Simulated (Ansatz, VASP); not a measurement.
# NaI: VASP beside Ansatz

Contents of INCAR:

```
ALGO     = Normal         # electronic algorithm
EDIFF    = 1E-6           # SCF threshold, eV
ENCUT    = 520            # plane-wave cutoff, eV
GGA      = PS             # functional
ISIF     = 2              # what is computed and relaxed
ISMEAR   = -1             # smearing method
LASPH    = True           # aspherical terms in the spheres
LCHARG   = False          # write CHGCAR
LREAL    = False          # projectors in reciprocal space
LWAVE    = False          # write WAVECAR
NBANDS   = 14             # bands
NELM     = 80             # most SCF steps
PREC     = Accurate       # precision mode
SIGMA    = 0.05           # smearing width, eV
```

The input KPOINTS:

```
k-points
0
Gamma
  6 6 6
```

File POSCAR:

```
NaI
1.0
    0.0000000000      3.2364000000      3.2040360000
    3.2364000000      0.0000000000      3.2040360000
    3.2364000000      3.2364000000      0.0000000000
I Na
1 1
Direct
    0.5000000000      0.5000000000      0.5000000000
    0.0000000000      0.0000000000      0.0000000000
```

input.yaml

```yaml
crystal:
  lattice:
    - [0.0, 3.2364, 3.204036]
    - [3.2364, 0.0, 3.204036]
    - [3.2364, 3.2364, 0.0]
  atoms:
    - { symbol: I, position: [0.5, 0.5, 0.5] }
    - { symbol: Na, position: [0.0, 0.0, 0.0] }
hamiltonian:
  xc: pbesol
  pseudopotentials: { kind: paw }
kpoints:
  mp_grid: { grid: [6, 6, 6] }
scf:
  occupations: { method: fermi_dirac, width: 0.05 }
output:
  forces: true
  stress: true
  eigenvalues: true
```

Alike in both runs: task single point; functional PBEsol; k mesh 6 × 6 × 6; occupations fermi-dirac, width 0.05 eV; no spin polarisation.

|  | VASP | Ansatz |
| --- | --- | --- |
| version | VASP 6.6.1 | Ansatz 0.2.0 |
| potentials or method | VASP PAW PBE potentials, release 64 (I, Na_pv) | Ansatz PAW |
| plane-wave cutoff (eV) | 520 | 420 |
| valence electrons in the cell | 14 | 26 |

|  | VASP | Ansatz | Ansatz less VASP |
| --- | --- | --- | --- |
| gap on the k mesh at the Fermi level (eV) | 3.53 | 3.53 | +0.004 |
| least direct gap on the mesh (eV) | 3.53 | 3.53 | +0.004 |
| pressure (GPa) | -0.3 | -0.4 | -0.04 |
| traceless stress, the component that is largest in VASP (GPa) | 0.17 | 0.17 | -0.002 |

VASP's potentials were made for PBE, not for PBEsol. VASP's potentials hold 14 valence electrons a cell and Ansatz's 26, so a difference there can come from the potentials and not from the codes.

Spin-orbit coupling is off throughout.
